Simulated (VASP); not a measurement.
Runs of VASP 6.6.1 on NiSb. The structure is that of space group P6_3/mmc (No. 194), or close to it. The cells are those of the table. 

```tsv
level	potentials or basis	spin	cell	k mesh	gap on the mesh (eV)	pressure (GPa)	moment (μB)
PBEsol	VASP PAW PBE potentials, release 64 (Sb, Ni)	collinear, ferromagnetic start	a = 3.928, b = 3.928, c = 5.222 Å, angles 90.0, 90.0, 120.0°, 4 atoms	7 × 7 × 5	none	-4.1	0.00
PBE	VASP PAW PBE potentials, release 64 (Sb, Ni)	collinear, ferrimagnetic start	a = 3.928, b = 3.928, c = 5.120 Å, angles 90.0, 90.0, 120.0°, 4 atoms	8 × 8 × 5	none	3.6	0.00
LDA	VASP PAW LDA potentials, release 64 (Sb, Ni)	collinear, ferromagnetic start	a = 3.928, b = 3.928, c = 5.120 Å, angles 90.0, 90.0, 120.0°, 4 atoms	8 × 8 × 5	none	-5.3	0.00
PBE	VASP PAW PBE potentials, release 64 (Sb, Ni)	off	a = 3.928, b = 3.928, c = 5.120 Å, angles 90.0, 90.0, 120.0°, 4 atoms	8 × 8 × 5	none	3.6	-
PBE	VASP PAW PBE potentials, release 64 (Sb, Ni)	collinear, ferromagnetic start	a = 4.005, b = 4.005, c = 5.220 Å, angles 90.0, 90.0, 120.0°, 4 atoms	8 × 8 × 5	none	(b)	0.00
PBE	VASP PAW PBE potentials, release 64 (Sb, Ni)	collinear, ferromagnetic start	a = 3.875, b = 3.875, c = 5.051 Å, angles 90.0, 90.0, 120.0°, 4 atoms	8 × 8 × 5	none	9.4	0.00
r2SCAN	VASP PAW PBE potentials, release 64 (Sb, Ni)	collinear, ferromagnetic start	a = 3.928, b = 3.928, c = 5.120 Å, angles 90.0, 90.0, 120.0°, 4 atoms	8 × 8 × 5	none	(a)	0.00
PBE	VASP PAW PBE potentials, release 64 (Sb, Ni)	collinear, antiferromagnetic start	a = 3.928, b = 3.928, c = 5.120 Å, angles 90.0, 90.0, 120.0°, 4 atoms	8 × 8 × 5	none	3.6	0.00
```

Alike in all rows: task single point; cutoff (eV) 520; smearing fermi-dirac 0.05 eV.

**Question.** Estimate the missing entries.

**Answer.** (a) 0.1; (b) -2.8.

Caveats: spin-orbit coupling is left out, which moves the levels of the heavy elements; the moments typed at the start vanished in this run (at least some runs); the cell stands under pressure (at least some runs); the cell stands under tension (at least some runs); the PAW data sets were made with another functional, which shifts forces and pressure a little (at least some runs).

A k mesh can miss the band edges, and the runs leave out spin-orbit coupling on Sb.

A gap of «none» marks levels without a gap at the run's occupations.
